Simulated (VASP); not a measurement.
A run of VASP 6.6.1 is set up as follows.

File INCAR:

```
SYSTEM = SbS3
ALGO = Normal
EDIFF = 1E-6
ENCUT = 520
GGA = PE
ISIF = 2
ISMEAR = 0
LASPH = .TRUE.
LCHARG = .FALSE.
LREAL = .FALSE.
LWAVE = .FALSE.
NBANDS = 20
NELM = 80
PREC = Accurate
SIGMA = 0.1
```

The input KPOINTS:

```
k-points
0
G
  6 6 6
  0 0 0
```

The input POSCAR:

```
SbS3
1.0
   -1.8506021980      1.8506021980      6.0523941483
    1.8506021980     -1.8506021980      6.0523941483
    1.8506021980      1.8506021980     -6.0523941483
Sb S
1 3
Direct
    0.0000000000      0.0000000000      0.0000000000
    0.5000000000      0.5000000000      0.0000000000
    0.2500000000      0.7500000000      0.5000000000
    0.7500000000      0.2500000000      0.5000000000
```

Potentials or basis: VASP PAW PBE potentials, release 64 (Sb, S).

Run with:

```sh
$ cat potpaw_PBE.64/Sb/POTCAR potpaw_PBE.64/S/POTCAR > POTCAR
$ mpirun -np 1 vasp_std > vasp.out
```

Task: Estimate the pressure.

Result: -0.3 GPa.

Stress tensor (GPa, compression positive):
```
-0.38  0.00  0.00
 0.00 -0.38  0.00
 0.00  0.00 -0.13
```

Caveat: the k points lie up to 0.40 Å⁻¹ apart.
